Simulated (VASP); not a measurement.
# CsHf3Cd (Pm-3m) in VASP: single point with PBE

Aim: the single point of CsHf3Cd with PBE.

Program: VASP 6.6.1. These are calculated values, not measurements. Logs are shortened: lines on timing, memory, paths and dates and some standing lists are left out, and cuts for length are marked.

## Step 1: The cell of the first run

Symmetry: Pm-3m, No. 221, cubic system. Conventional cell: a = 5.019 Å, b = 5.019 Å, c = 5.019 Å, α = 90.00°, β = 90.00°, γ = 90.00°. Cs (site symmetry m-3m) has 6 Hf at 2.51 Å within 3.3 Å. Within 3.3 Å of Hf (site symmetry 4/mmm) lie 2 Cs at 2.51 Å. Within 4.7 Å of Cd (site symmetry m-3m) lie 12 Hf at 3.55 Å and 8 Cs at 4.35 Å.

## Step 2: Single point, PBE

File INCAR:

```
  PREC = Accurate
  ENCUT = 520
  EDIFF = 1E-6
  ISMEAR = 0
  SIGMA = 0.1
  LREAL = False
  LASPH = True
  NELM = 80
  ALGO = Fast
  ISIF = 2
  LWAVE = False
  LCHARG = True
  GGA = PE
  LELF = True
  LVHAR = True
  NBANDS = 34
```

File KPOINTS:

```
Automatic mesh
0
Gamma
  4 4 4
```

File POSCAR:

```
CsHf3Cd
1.0
    5.0191127400      0.0000000000      0.0000000000
    0.0000000000      5.0191127400      0.0000000000
    0.0000000000      0.0000000000      5.0191127400
Cs Hf Cd
1 3 1
Direct
    0.5000000000      0.5000000000      0.5000000000
    0.0000000000      0.5000000000      0.5000000000
    0.5000000000      0.0000000000      0.5000000000
    0.5000000000      0.5000000000      0.0000000000
    0.0000000000      0.0000000000      0.0000000000
```

Potentials or basis: VASP PAW PBE potentials, release 64 (Cs_sv, Hf_pv, Cd).

Started as:

```console
$ cat potpaw_PBE.64/Cs_sv/POTCAR potpaw_PBE.64/Hf_pv/POTCAR potpaw_PBE.64/Cd/POTCAR > POTCAR
$ mpirun -np 1 vasp_std > vasp.out
```

OUTCAR:

```text
PREC = Accurate
   ENCUT = 520
   EDIFF = 1E-6
   ISMEAR = 0
   LREAL = False
   LASPH = True
   NELM = 80
   ISIF = 2
   GGA = PE

 ion  position               nearest neighbor table
   1  0.500  0.500  0.500-   2 2.51   3 2.51   4 2.51   4 2.51   3 2.51   2 2.51
   2  0.000  0.500  0.500-   1 2.51   1 2.51   4 3.55   5 3.55   4 3.55   5 3.55   3 3.55   5 3.55
                             5 3.55   3 3.55   3 3.55   4 3.55   4 3.55   3 3.55
   3  0.500  0.000  0.500-   1 2.51   1 2.51   4 3.55   5 3.55   4 3.55   5 3.55   2 3.55   2 3.55
                             4 3.55   4 3.55   2 3.55   5 3.55   5 3.55   2 3.55
   4  0.500  0.500  0.000-   1 2.51   1 2.51   3 3.55   5 3.55   2 3.55   2 3.55   3 3.55   3 3.55
                             5 3.55   3 3.55   2 3.55   5 3.55   2 3.55   5 3.55
   5  0.000  0.000  0.000-   2 3.55   3 3.55   4 3.55   2 3.55   3 3.55   2 3.55   4 3.55   2 3.55
                             3 3.55   4 3.55   3 3.55   4 3.55

  LATTYP: Found a simple cubic cell.
 ALAT       =     5.0191127400

  Lattice vectors:

 A1 = (   5.0191127400,   0.0000000000,   0.0000000000)
 A2 = (   0.0000000000,   5.0191127400,   0.0000000000)
 A3 = (   0.0000000000,   0.0000000000,   5.0191127400)

Analysis of symmetry for initial positions (statically):
=====================================================================
 Subroutine PRICEL returns:
 Original cell was already a primitive cell.

 Routine SETGRP: Setting up the symmetry group for a
 simple cubic supercell.

 Subroutine GETGRP returns: Found 48 space group operations
 (whereof 48 operations were pure point group operations)
 out of a pool of 48 trial point group operations.

The static configuration has the point symmetry O_h .

Analysis of symmetry for dynamics (positions and initial velocities):
=====================================================================
 Subroutine PRICEL returns:
 Original cell was already a primitive cell.

 Routine SETGRP: Setting up the symmetry group for a
 simple cubic supercell.

 Subroutine GETGRP returns: Found 48 space group operations
 (whereof 48 operations were pure point group operations)
 out of a pool of 48 trial point group operations.

The dynamic configuration has the point symmetry O_h .

 Subroutine INISYM returns: Found 48 space group operations
 (whereof 48 operations are pure point group operations),
 and found     1 'primitive' translations

----------------------------------------------------------------------------------------

                                     Primitive cell

  volume of cell :     126.4389

  direct lattice vectors                    reciprocal lattice vectors
     5.019112740  0.000000000  0.000000000     0.199238402  0.000000000  0.000000000
     0.000000000  5.019112740  0.000000000     0.000000000  0.199238402  0.000000000
     0.000000000  0.000000000  5.019112740     0.000000000  0.000000000  0.199238402

  length of vectors
     5.019112740  5.019112740  5.019112740     0.199238402  0.199238402  0.199238402

  position of ions in fractional coordinates (direct lattice)
     0.500000000  0.500000000  0.500000000
     0.000000000  0.500000000  0.500000000
     0.500000000  0.000000000  0.500000000
     0.500000000  0.500000000  0.000000000
     0.000000000  0.000000000  0.000000000

  ion indices of the primitive-cell ions
   primitive index   ion index
                 1           1
                 2           2
                 3           3
                 4           4
                 5           5

----------------------------------------------------------------------------------------

 KPOINTS: Automatic mesh

Automatic generation of k-mesh.
 Grid dimensions read from file:
 generate k-points for:    4    4    4

 Generating k-lattice:

  Cartesian coordinates                     Fractional coordinates (reciprocal lattice)
     0.049809600  0.000000000  0.000000000     0.250000000  0.000000000  0.000000000
     0.000000000  0.049809600  0.000000000     0.000000000  0.250000000  0.000000000
     0.000000000  0.000000000  0.049809600     0.000000000  0.000000000  0.250000000

  Length of vectors
     0.049809600  0.049809600  0.049809600

  Shift w.r.t. Gamma in fractional coordinates (k-lattice)
     0.000000000  0.000000000  0.000000000

 Subroutine IBZKPT returns following result:
 ===========================================

 Found     10 irreducible k-points:

 Following reciprocal coordinates:
            Coordinates               Weight
  0.000000  0.000000  0.000000      1.000000
  0.250000  0.000000  0.000000      6.000000
  0.500000  0.000000  0.000000      3.000000
  0.250000  0.250000  0.000000     12.000000
  0.500000  0.250000  0.000000     12.000000
  0.500000  0.500000  0.000000      3.000000
  0.250000  0.250000  0.250000      8.000000
  0.500000  0.250000  0.250000     12.000000
  0.500000  0.500000  0.250000      6.000000
  0.500000  0.500000  0.500000      1.000000
   k-points           NKPTS =     10   k-points in BZ     NKDIM =     10   number of bands    NBANDS=     34
   number of dos      NEDOS =    301   number of ions     NIONS =      5
   total plane-waves  NPLWV =  64000
   dimension x,y,z NGX =    40 NGY =   40 NGZ =   40
   dimension x,y,z NGXF=    80 NGYF=   80 NGZF=   80
   ions per type =               1   3   1
   NGX,Y,Z   is equivalent  to a cutoff of  13.25, 13.25, 13.25 a.u.
   NGXF,Y,Z  is equivalent  to a cutoff of  26.50, 26.50, 26.50 a.u.
 SYSTEM =  unknown system
   PREC   = accura    normal or accurate (medium, high low for compatibility)
   ISTART =      0    job   : 0-new  1-cont  2-samecut
   ICHARG =      2    charge: 1-file 2-atom 10-const
   ISPIN  =      1    spin polarized calculation?
   LNONCOLLINEAR =      F non collinear calculations
   LSORBIT =      F    spin-orbit coupling
   LASPH  =      T    aspherical Exc in radial PAW
   ENCUT  =  520.0 eV  38.22 Ry    6.18 a.u.   9.33  9.33  9.33*2*pi/ulx,y,z
   NELM   =     80;   NELMIN=  2; NELMDL= -5     # of ELM steps
   EDIFF  = 0.1E-05   stopping-criterion for ELM
   LREAL  =      F    real-space projection
   EDIFFG = 0.1E-04   stopping-criterion for IOM
   NSW    =      0    number of steps for IOM
   IBRION =     -1    ionic relax: 0-MD 1-quasi-New 2-CG
   NFREE  =      0    steps in history (QN), initial steepest desc. (CG)
   ISIF   =      2    stress and relaxation
   ISYM   =      2    0-nonsym 1-usesym 2-fastsym
   POTIM  = 0.5000    time-step for ionic-motion
   TEBEG  =    0.0;   TEEND  =   0.0 temperature during run
   PSTRESS=    0.0 pullay stress
   NELECT =      51.0000    total number of electrons
   NUPDOWN=      -1.0000    fix difference up-down
   EMIN   =  10.00;   EMAX   =-10.00  energy-range for DOS
   EFERMI =   0.00;   METHOD = LEGACY
   ISMEAR =     0;   SIGMA  =   0.10  broadening in eV -4-tet -1-fermi 0-gaus
   EFERMI_NEDOS =   21; number of points for ismear=-14 and -15
   IALGO  =     68    algorithm
   IMIX   =      4    mixing-type and parameters
     AMIX     =   0.40;   BMIX     =  1.00
     AMIX_MAG =   1.60;   BMIX_MAG =  1.00
  volume/ion in A,a.u.               =      25.29       170.65
  Fermi-wavevector in a.u.,A,eV,Ry     =   1.209589  2.285792 19.906770  1.463106
  Thomas-Fermi vector in A             =   2.345162
   LORBIT       =      0    0 simple, 1 ext, 2 COOP (PROOUT), +10 PAW based schemes
   GGA     = PE    functional components
   LHFCALC =     F    Hartree Fock is set to
   AEXX    =    0.0000 exact exchange contribution
   IVDW    =     0    specifies the selected vdW correction
   LEPSILON=     F    determine dielectric tensor
   LRPA    =     F    only Hartree local field effects (RPA)
 non-spin polarized calculation
 RMM-DIIS sequential band-by-band and
 Gauss-broadening in eV      SIGMA  =   0.10
  energy-cutoff  :      520.00
  volume of cell :      126.44
 maximum number of plane-waves:      3448
 NGX is ok and might be reduce to    40
   NGX = 19   NGY = 19   NGZ = 19

 number of electron      51.0000000 magnetization

 Free energy of the ion-electron system (eV)
  ---------------------------------------------------
  ext. energy  EPLUGINS =         0.00000000
  ---------------------------------------------------
  free energy    TOTEN  =       -19.60337724 eV

  energy without entropy =      -19.56677148  energy(sigma->0) =      -19.58507436

 E-fermi :   4.0445     XC(G=0): -10.5746

 val. band max:        3.9864992215   @ k =   0.5000   0.2500   0.0000
 cond. band min:       4.0926222746   @ k =   0.5000   0.0000   0.0000
 fundamental gap:      0.1061230531
 Fermi energy:         4.0445192184

 k-point     1 :       0.0000    0.0000    0.0000
  band No.  band energies     occupation
      1     -27.7056      2.00000
      2     -27.7056      2.00000
      3     -27.7056      2.00000
      4     -27.1479      2.00000
      5     -27.1479      2.00000
      6     -27.1479      2.00000
[... 26 lines left out ...]
     33       6.6376      0.00000
     34       7.7859      0.00000

 k-point     2 :       0.2500    0.0000    0.0000
  band No.  band energies     occupation
      1     -27.7549      2.00000
      2     -27.6993      2.00000
      3     -27.6993      2.00000
      4     -27.1645      2.00000
      5     -27.1522      2.00000
      6     -27.1522      2.00000
[... 26 lines left out ...]
     33       6.8930      0.00000
     34       7.6664      0.00000

 k-point     3 :       0.5000    0.0000    0.0000
  band No.  band energies     occupation
      1     -27.8047      2.00000
      2     -27.6929      2.00000
      3     -27.6929      2.00000
      4     -27.1783      2.00000
      5     -27.1584      2.00000
      6     -27.1584      2.00000
[... 26 lines left out ...]
     33       5.7212      0.00000
     34       6.5904      0.00000
[... 186 lines left out ...]
 k-point     9 :       0.5000    0.5000    0.2500
  band No.  band energies     occupation
      1     -28.1969      2.00000
      2     -27.5818      2.00000
      3     -27.5173      2.00000
      4     -27.2374      2.00000
      5     -27.2146      2.00000
      6     -27.2146      2.00000
[... 26 lines left out ...]
     33       7.0524      0.00000
     34       7.1013      0.00000

 k-point    10 :       0.5000    0.5000    0.5000
  band No.  band energies     occupation
      1     -28.2970      2.00000
      2     -27.5172      2.00000
      3     -27.5172      2.00000
      4     -27.2372      2.00000
      5     -27.2372      2.00000
      6     -27.2372      2.00000
[... 26 lines left out ...]
     33       7.7660      0.00000
     34       7.9796      0.00000

------------------------ aborting loop because EDIFF is reached ----------------------------------------

  FORCE on cell =-STRESS in cart. coord.  units (eV):
  Direction    XX          YY          ZZ          XY          YZ          ZX
  --------------------------------------------------------------------------------------
  -------------------------------------------------------------------------------------
  Total        9.2292224      9.2292224      9.2292224     -0.0000000      0.0000000     -0.0000000
  in kB      116.9485495    116.9485495    116.9485495     -0.0000000      0.0000000     -0.0000000
  external PRESSURE =     116.9485495 kB  Pullay stress =       0.0000000 kB

 VOLUME and BASIS-vectors are now :
 -----------------------------------------------------------------------------
  energy-cutoff  :      520.00
  volume of cell :      126.44
      direct lattice vectors                 reciprocal lattice vectors
     5.019112740  0.000000000  0.000000000     0.199238402  0.000000000  0.000000000
     0.000000000  5.019112740  0.000000000     0.000000000  0.199238402  0.000000000
     0.000000000  0.000000000  5.019112740     0.000000000  0.000000000  0.199238402

 POSITION                                       TOTAL-FORCE (eV/Angst)
 -----------------------------------------------------------------------------------
      2.50956      2.50956      2.50956         0.000000      0.000000      0.000000
      0.00000      2.50956      2.50956         0.000000      0.000000      0.000000
      2.50956      0.00000      2.50956         0.000000      0.000000      0.000000
      2.50956      2.50956      0.00000         0.000000      0.000000      0.000000
      0.00000      0.00000      0.00000         0.000000      0.000000      0.000000
 -----------------------------------------------------------------------------------
    total drift:                               -0.000000     -0.000000     -0.000000

  FREE ENERGIE OF THE ION-ELECTRON SYSTEM (eV)
  ---------------------------------------------------
  free  energy   TOTEN  =       -19.6033772436 eV

  energy  without entropy=      -19.5667714810  energy(sigma->0) =      -19.58507436
```

Run time: 24 s. Hardware: 1 thread of Intel Xeon 6975P-C (Granite Rapids), shared host; peak memory 0.25 GiB.

Results:

| Quantity | Value |
| --- | --- |
| Free energy | -19.6034 eV |
| Pressure | 11.7 GPa |

Caveat: spin-orbit coupling is left out, which moves the levels of the heavy elements.
